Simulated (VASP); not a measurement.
# MoSe2 (P6_3/mmc) in VASP: further runs

The runs below take MoSe2 through relaxation of cell and atoms, single point, with PBE+D3(BJ).

Program: VASP 6.6.1. These are calculated values, not measurements. Logs are shortened: lines on timing, memory, paths and dates and some standing lists are left out, and cuts for length are marked.

## Step 1: The cell of the first run

Symmetry: P6_3/mmc, No. 194, hexagonal system. Conventional cell: a = 3.278 Å, b = 3.278 Å, c = 12.718 Å, α = 90.00°, β = 90.00°, γ = 120.00°. Within 3.3 Å of Mo (site symmetry -6m2) lie 6 Se at 2.53 Å and 6 Mo at 3.28 Å. Within 3.3 Å of Se (site symmetry 3m) lie 3 Mo at 2.53 Å and 6 Se at 3.28 Å.

## Step 2: Relaxation of cell and atoms, PBE+D3(BJ)

Contents of INCAR:

```
PREC = Accurate
ENCUT = 600
EDIFF = 1E-7
ISMEAR = 0
SIGMA = 0.02
LREAL = False
LASPH = True
NELM = 60
ALGO = Normal
ISIF = 3
LWAVE = False
LCHARG = False
GGA = PE
IVDW = 12
IBRION = 2
NSW = 100
EDIFFG = -0.005
```

Contents of KPOINTS:

```
Automatic mesh
0
Gamma
  9 9 2
```

Contents of POSCAR:

```
MoSe2
1.0
    3.2777600472      0.0000000000      0.0000000000
   -1.6388800236      2.8386234684      0.0000000000
    0.0000000000      0.0000000000     12.7181665489
Mo Se
2 4
Direct
    0.3333333333      0.6666666667      0.2500000000
    0.6666666667      0.3333333333      0.7500000000
    0.3333333333      0.6666666667      0.6183846690
    0.6666666667      0.3333333333      0.1183846690
    0.3333333333      0.6666666667      0.8816153310
    0.6666666667      0.3333333333      0.3816153310
```

Potentials or basis: VASP PAW PBE potentials, release 64 (Mo_sv, Se).

Command:

```console
$ cat potpaw_PBE.64/Mo_sv/POTCAR potpaw_PBE.64/Se/POTCAR > POTCAR
$ mpirun -np 1 vasp_std > vasp.out
```

OUTCAR:

```text
PREC = Accurate
   ENCUT = 600
   EDIFF = 1E-7
   ISMEAR = 0
   LREAL = False
   LASPH = True
   NELM = 60
   ISIF = 3
   GGA = PE
   IVDW = 12
   IBRION = 2
   NSW = 100
   EDIFFG = -0.005
 IVDW          = 12

 ion  position               nearest neighbor table
   1  0.333  0.667  0.250-   4 2.53   6 2.53   4 2.53   6 2.53   4 2.53   6 2.53
   2  0.667  0.333  0.750-   3 2.53   5 2.53   3 2.53   5 2.53   3 2.53   5 2.53
   3  0.333  0.667  0.618-   2 2.53   2 2.53   2 2.53
   4  0.667  0.333  0.118-   1 2.53   1 2.53   1 2.53
   5  0.333  0.667  0.882-   2 2.53   2 2.53   2 2.53
   6  0.667  0.333  0.382-   1 2.53   1 2.53   1 2.53

  LATTYP: Found a hexagonal cell.
 ALAT       =     3.2777600472
 C/A-ratio  =     3.8801395971

  Lattice vectors:

 A1 = (   3.2777600472,   0.0000000000,   0.0000000000)
 A2 = (  -1.6388800236,   2.8386234684,   0.0000000000)
 A3 = (   0.0000000000,   0.0000000000,  12.7181665489)

Analysis of symmetry for initial positions (statically):
=====================================================================
 Subroutine PRICEL returns:
 Original cell was already a primitive cell.

 Routine SETGRP: Setting up the symmetry group for a
 hexagonal supercell.

 Subroutine GETGRP returns: Found 24 space group operations
 (whereof 12 operations were pure point group operations)
 out of a pool of 24 trial point group operations.

The static configuration has the point symmetry D_3d.
 The point group associated with its full space group is D_6h.

Analysis of symmetry for dynamics (positions and initial velocities):
=====================================================================
 Subroutine PRICEL returns:
 Original cell was already a primitive cell.

 Routine SETGRP: Setting up the symmetry group for a
 hexagonal supercell.

 Subroutine GETGRP returns: Found 24 space group operations
 (whereof 12 operations were pure point group operations)
 out of a pool of 24 trial point group operations.

The dynamic configuration has the point symmetry D_3d.
 The point group associated with its full space group is D_6h.

 Subroutine INISYM returns: Found 24 space group operations
 (whereof 12 operations are pure point group operations),
 and found     1 'primitive' translations

----------------------------------------------------------------------------------------

                                     Primitive cell

  volume of cell :     118.3340

  direct lattice vectors                    reciprocal lattice vectors
     3.277760047  0.000000000  0.000000000     0.305086396  0.176141713  0.000000000
    -1.638880024  2.838623468  0.000000000     0.000000000  0.352283426  0.000000000
     0.000000000  0.000000000 12.718166549     0.000000000  0.000000000  0.078627686

  length of vectors
     3.277760047  3.277760047 12.718166549     0.352283426  0.352283426  0.078627686

  position of ions in fractional coordinates (direct lattice)
     0.333333333  0.666666667  0.250000000
     0.666666667  0.333333333  0.750000000
     0.333333333  0.666666667  0.618384669
     0.666666667  0.333333333  0.118384669
     0.333333333  0.666666667  0.881615331
     0.666666667  0.333333333  0.381615331

  ion indices of the primitive-cell ions
   primitive index   ion index
                 1           1
                 2           2
                 3           3
                 4           4
                 5           5
                 6           6

----------------------------------------------------------------------------------------

 KPOINTS: Automatic mesh

Automatic generation of k-mesh.
 Grid dimensions read from file:
 generate k-points for:    9    9    2

 Generating k-lattice:

  Cartesian coordinates                     Fractional coordinates (reciprocal lattice)
     0.033898488  0.019571301  0.000000000     0.111111111  0.000000000  0.000000000
     0.000000000  0.039142603  0.000000000     0.000000000  0.111111111  0.000000000
     0.000000000  0.000000000  0.039313843     0.000000000  0.000000000  0.500000000

  Length of vectors
     0.039142603  0.039142603  0.039313843

  Shift w.r.t. Gamma in fractional coordinates (k-lattice)
     0.000000000  0.000000000  0.000000000

 Subroutine IBZKPT returns following result:
 ===========================================

 Found     24 irreducible k-points:

 Following reciprocal coordinates:
            Coordinates               Weight
  0.000000  0.000000  0.000000      1.000000
  0.111111  0.000000  0.000000      6.000000
  0.222222 -0.000000  0.000000      6.000000
  0.333333  0.000000  0.000000      6.000000
  0.444444 -0.000000  0.000000      6.000000
  0.111111  0.111111  0.000000      6.000000
[... 16 lines left out ...]
  0.333333  0.222222  0.500000     12.000000
  0.333333  0.333333  0.500000      2.000000
   k-points           NKPTS =     24   k-points in BZ     NKDIM =     24   number of bands    NBANDS=     31
[... 66 lines left out ...]

  energy without entropy =      -39.80727268  energy(sigma->0) =      -39.80727268

------------------------ aborting loop because EDIFF is reached ----------------------------------------

 Edisp (eV)   -2.87695

 E8    (eV) :    -1.2411

  FORCE on cell =-STRESS in cart. coord.  units (eV):
  Direction    XX          YY          ZZ          XY          YZ          ZX
  --------------------------------------------------------------------------------------
  -------------------------------------------------------------------------------------
  Total       0.11159     0.11159     0.23639     0.00000     0.00000     0.00000
  in kB       1.51088     1.51088     3.20052     0.00000     0.00000     0.00000
  external pressure =        2.07 kB  Pullay stress =        0.00 kB

 VOLUME and BASIS-vectors are now :
 -----------------------------------------------------------------------------
  energy-cutoff  :      600.00
  volume of cell :      118.33
      direct lattice vectors                 reciprocal lattice vectors
     3.277760047  0.000000000  0.000000000     0.305086396  0.176141713  0.000000000
    -1.638880024  2.838623468  0.000000000     0.000000000  0.352283426  0.000000000
     0.000000000  0.000000000 12.718166549     0.000000000  0.000000000  0.078627686

 POSITION                                       TOTAL-FORCE (eV/Angst)
 -----------------------------------------------------------------------------------
     -0.00000      1.89242      3.17954         0.000000     -0.000000      0.000000
      1.63888      0.94621      9.53862        -0.000000     -0.000000      0.000000
     -0.00000      1.89242      7.86472        -0.000000      0.000000     -0.030894
      1.63888      0.94621      1.50564         0.000000     -0.000000     -0.030894
     -0.00000      1.89242     11.21253        -0.000000     -0.000000      0.030894
      1.63888      0.94621      4.85345         0.000000      0.000000      0.030894
 -----------------------------------------------------------------------------------
    total drift:                                0.000000     -0.000000      0.000000
[... 34 lines left out ...]
 POSITION                                       TOTAL-FORCE (eV/Angst)
 -----------------------------------------------------------------------------------
     -0.00000      1.89411      3.18558        -0.000000      0.000000     -0.000000
      1.64035      0.94706      9.55675         0.000000     -0.000000     -0.000000
     -0.00000      1.89411      7.87817        -0.000000      0.000000      0.060551
      1.64035      0.94706      1.50700         0.000000     -0.000000      0.060551
     -0.00000      1.89411     11.23533        -0.000000      0.000000     -0.060551
      1.64035      0.94706      4.86417         0.000000     -0.000000     -0.060551
 -----------------------------------------------------------------------------------
    total drift:                                0.000000     -0.000000      0.000000

  FREE ENERGIE OF THE ION-ELECTRON SYSTEM (eV)
  ---------------------------------------------------
  free  energy   TOTEN  =       -42.6838178994 eV

  energy  without entropy=      -42.6838178994  energy(sigma->0) =      -42.68381790

--------------------------------------- Ionic step        3  -------------------------------------------

 number of electron      52.0000002 magnetization

 Free energy of the ion-electron system (eV)
  ---------------------------------------------------
  ext. energy  EPLUGINS =         0.00000000
  ---------------------------------------------------
  free energy    TOTEN  =       -39.81097441 eV

  energy without entropy =      -39.81097441  energy(sigma->0) =      -39.81097441

 E-fermi :   6.9777     XC(G=0): -10.8310

 val. band max:        6.7232869129   @ k =   0.0000   0.0000   0.0000
 cond. band min:       7.5660254019   @ k =   0.2222   0.1111   0.0000
 fundamental gap:      0.8427384890
 Fermi energy:         6.9777100714

 k-point     1 :       0.0000    0.0000    0.0000
  band No.  band energies     occupation
      1     -54.4822      2.00000
      2     -54.4822      2.00000
      3     -28.6525      2.00000
      4     -28.6525      2.00000
      5     -28.4552      2.00000
      6     -28.4552      2.00000
[... 23 lines left out ...]
     30       9.2731      0.00000
     31       9.3194      0.00000
[... 797 lines left out ...]
 VOLUME and BASIS-vectors are now :
 -----------------------------------------------------------------------------
  energy-cutoff  :      600.00
  volume of cell :      118.48
      direct lattice vectors                 reciprocal lattice vectors
     3.278730364  0.000000000  0.000000000     0.304996108  0.176089585  0.000000000
    -1.639365182  2.839463787 -0.000000000     0.000000000  0.352179170  0.000000000
     0.000000000  0.000000000 12.726141950    -0.000000000  0.000000000  0.078578410

 POSITION                                       TOTAL-FORCE (eV/Angst)
 -----------------------------------------------------------------------------------
     -0.00000      1.89298      3.18154        -0.000000      0.000000      0.000000
      1.63937      0.94649      9.54461         0.000000     -0.000000      0.000000
     -0.00000      1.89298      7.86916        -0.000000      0.000000     -0.000500
      1.63937      0.94649      1.50609         0.000000     -0.000000     -0.000500
     -0.00000      1.89298     11.22006        -0.000000      0.000000      0.000500
      1.63937      0.94649      4.85698         0.000000     -0.000000      0.000500
 -----------------------------------------------------------------------------------
    total drift:                                0.000000     -0.000000      0.000000

  FREE ENERGIE OF THE ION-ELECTRON SYSTEM (eV)
  ---------------------------------------------------
  free  energy   TOTEN  =       -42.6843575722 eV

  energy  without entropy=      -42.6843575722  energy(sigma->0) =      -42.68435757

 reached required accuracy - stopping structural energy minimisation
```

Run time: 4.1 min. Hardware: 1 thread of Intel Xeon Platinum 8488C (Sapphire Rapids), shared host; peak memory 0.34 GiB.

What came out:

* Free energy: -42.6844 eV
* Relaxed volume: 19.75 Å³/atom
* Relaxed cell: a = 3.279 Å, b = 3.279 Å, c = 12.726 Å, α = 90.00°, β = 90.00°, γ = 120.00°
* Space group after relaxing (to 0.05 Å): P6_3/mmc (No. 194)
* Energy gained by relaxing: 0.0 meV/atom
* Ionic steps: 3
* Pressure after relaxing: 0.0 GPa
* Band gap on the k mesh: 0.84 eV, indirect (least direct gap 1.46 eV)
* Dispersion energy per atom: -0.479 eV

Step by step:
```
step  energy change (eV)  largest force (eV/Å)  pressure (GPa)  volume (Å³)
   1              0.0000                0.0309            0.21       118.33
   2              0.0004                0.0606           -0.41       118.77
   3             -0.0001                0.0005            0.00       118.48
```

Final structure:
```
Mo Se
1.0
     3.27873    0.00000    0.00000
    -1.63937    2.83946    0.00000
     0.00000    0.00000   12.72614
Mo Se
2 4
Cartesian
  0.0000 1.8930 3.1815
  1.6394 0.9465 9.5446
  0.0000 1.8930 7.8692
  1.6394 0.9465 1.5061
  0.0000 1.8930 11.2201
  1.6394 0.9465 4.8570
```

A k mesh can miss the band edges. Expect the measured gap to be larger: semilocal functionals such as PBE lack the derivative discontinuity.

## Step 3: Single point, PBE+D3(BJ)

Contents of INCAR:

```
SYSTEM = MoSe2
PREC = Accurate
ENCUT = 500
EDIFF = 1E-6
ISMEAR = 0
SIGMA = 0.02
LREAL = .FALSE.
LASPH = .TRUE.
NELM = 120
ALGO = Normal
ISIF = 2
LWAVE = .FALSE.
LCHARG = .FALSE.
GGA = PE
IVDW = 12
NBANDS = 35
GGA_COMPAT = .FALSE.
```

Contents of KPOINTS:

```
regular mesh
0
G
  9 9 2
  0 0 0
```

Contents of POSCAR:

```
MoSe2
1.0
    3.2767014584      0.0000000000      0.0000000000
   -1.6383507292      2.8377067036      0.0000000000
    0.0000000000      0.0000000000     12.7315167741
Mo Se
2 4
Direct
    0.3333333333      0.6666666667      0.2500000000
    0.6666666667      0.3333333333      0.7500000000
    0.3333333333      0.6666666667      0.6184947776
    0.6666666667      0.3333333333      0.1184947776
    0.3333333333      0.6666666667      0.8815052224
    0.6666666667      0.3333333333      0.3815052224
```

Potentials or basis: VASP PAW PBE potentials, release 64 (Mo_sv, Se).

Command:

```console
$ cat potpaw_PBE.64/Mo_sv/POTCAR potpaw_PBE.64/Se/POTCAR > POTCAR
$ mpirun -np 1 vasp_std > vasp.out
```

Wall time 86 s (1 thread of Intel Xeon Platinum 8488C (Sapphire Rapids), shared host); peak memory 0.26 GiB.

It converged, with:

| Item | Value |
| --- | --- |
| Free energy | -42.6835 eV |
| Pressure | 0.3 GPa |
| Largest force | 0.035 eV/Å |
| Band gap on the k mesh | 0.85 eV, indirect (least direct gap 1.46 eV) |
| Dispersion energy per atom | -0.479 eV |

Forces on the atoms (eV/Å):
```
Mo   0.000  0.000  0.000
Mo   0.000  0.000  0.000
Se   0.000  0.000 -0.035
Se   0.000  0.000 -0.035
Se   0.000  0.000  0.035
Se   0.000  0.000  0.035
```

Levels at points of the mesh, in eV from the valence-band top:
```tsv
k point	band 23	band 24	band 25	band 26	band 27	band 28	band 29	band 30
(0.00, 0.00, 0.00)	-1.48	-1.20	-0.68	0.00	2.46	2.46	2.55	2.55
(0.00, 0.00, 0.50)	-1.51	-1.51	-0.16	-0.16	2.48	2.48	2.48	2.48
```

A k mesh can miss the band edges.

## Step 4: Relaxation of cell and atoms, PBE+D3(BJ)

Contents of INCAR:

```
PREC = Accurate
ENCUT = 500
EDIFF = 1E-7
ISMEAR = 0
SIGMA = 0.02
LREAL = False
LASPH = True
NELM = 120
ALGO = Normal
ISIF = 3
LWAVE = False
LCHARG = False
GGA = PE
IVDW = 12
IBRION = 2
NSW = 100
EDIFFG = -0.005
GGA_COMPAT = False
NELMIN = 4
```

Contents of KPOINTS:

```
Automatic mesh
0
Gamma
  9 9 2
```

Contents of POSCAR:

```
MoSe2
1.0
    3.2777600494      0.0000000000      0.0000000000
   -1.6388800247      2.8386234703      0.0000000000
    0.0000000000      0.0000000000     12.7181665463
Mo Se
2 4
Direct
    0.3333333333      0.6666666667      0.2500000000
    0.6666666667      0.3333333333      0.7500000000
    0.3333333333      0.6666666667      0.6183846688
    0.6666666667      0.3333333333      0.1183846688
    0.3333333333      0.6666666667      0.8816153312
    0.6666666667      0.3333333333      0.3816153312
```

Command:

```console
$ cat potpaw_PBE.64/Mo_sv/POTCAR potpaw_PBE.64/Se/POTCAR > POTCAR
$ mpirun -np 1 vasp_std > vasp.out
```

Wall time 2.9 min (1 thread of Intel Xeon Platinum 8488C (Sapphire Rapids), shared host); peak memory 0.27 GiB.

The run converged. Its results:

| Quantity | Value |
| --- | --- |
| Free energy | -42.6837 eV |
| Relaxed volume | 19.75 Å³/atom |
| Relaxed cell | a = 3.279 Å, b = 3.279 Å, c = 12.727 Å, α = 90.00°, β = 90.00°, γ = 120.00° |
| Space group after relaxing (to 0.05 Å) | P6_3/mmc (No. 194) |
| Energy gained by relaxing | 0.0 meV/atom |
| Ionic steps | 3 |
| Pressure after relaxing | 0.0 GPa |
| Band gap on the k mesh | 0.84 eV, indirect (least direct gap 1.46 eV) |
| Dispersion energy per atom | -0.479 eV |

Forces on the atoms (eV/Å):
```
Mo   0.000  0.000  0.000
Mo   0.000  0.000  0.000
Se   0.000  0.000  0.002
Se   0.000  0.000  0.002
Se   0.000  0.000 -0.002
Se   0.000  0.000 -0.002
```

Step by step:
```tsv
step	energy change (eV)	largest force (eV/Å)	pressure (GPa)	volume (Å³)
1	0.0000	0.0313	0.24	118.33
2	0.0005	0.0694	-0.46	118.84
3	-0.0002	0.0025	0.01	118.50
```

Final structure:
```
CELL_PARAMETERS angstrom
3.27895 0.00000 0.00000
-1.63948 2.83966 0.00000
0.00000 0.00000 12.72709
ATOMIC_POSITIONS crystal
Mo 0.33333 0.66667 0.25000
Mo 0.66667 0.33333 0.75000
Se 0.33333 0.66667 0.61834
Se 0.66667 0.33333 0.11835
Se 0.33333 0.66667 0.88165
Se 0.66667 0.33333 0.38166
```

Levels at points of the mesh, in eV from the valence-band top:
| k point | band 24 | band 25 | band 26 | band 27 | band 28 | band 29 |
| --- | --- | --- | --- | --- | --- | --- |
| (0.00, 0.00, 0.00) | -1.19 | -0.68 | 0.00 | 2.46 | 2.46 | 2.54 |
| (0.00, 0.00, 0.50) | -1.51 | -0.16 | -0.16 | 2.47 | 2.47 | 2.47 |

## Step 5: The runs side by side

```csv
task,cell,cutoff (eV),gap on the mesh (eV),pressure (GPa),relaxed volume (Å³/atom)
relaxation of cell and atoms,"relaxed from a = 3.278, b = 3.278, c = 12.718 Å, angles 90.0, 90.0, 120.0°, 6 atoms",600,0.84,0.0,19.75
single point,"a = 3.277, b = 3.277, c = 12.732 Å, angles 90.0, 90.0, 120.0°, 6 atoms",500,0.85,0.3,-
relaxation of cell and atoms,"relaxed from a = 3.278, b = 3.278, c = 12.718 Å, angles 90.0, 90.0, 120.0°, 6 atoms",500,0.84,0.0,19.75
```

Alike in all rows: level PBE+D3(BJ); potentials or basis VASP PAW PBE potentials, release 64 (Mo_sv, Se); no spin polarisation; k mesh 9 × 9 × 2; smearing gaussian 0.02 eV.

Total energies depend on the potentials used, so only differences within one code and one set of settings carry meaning.
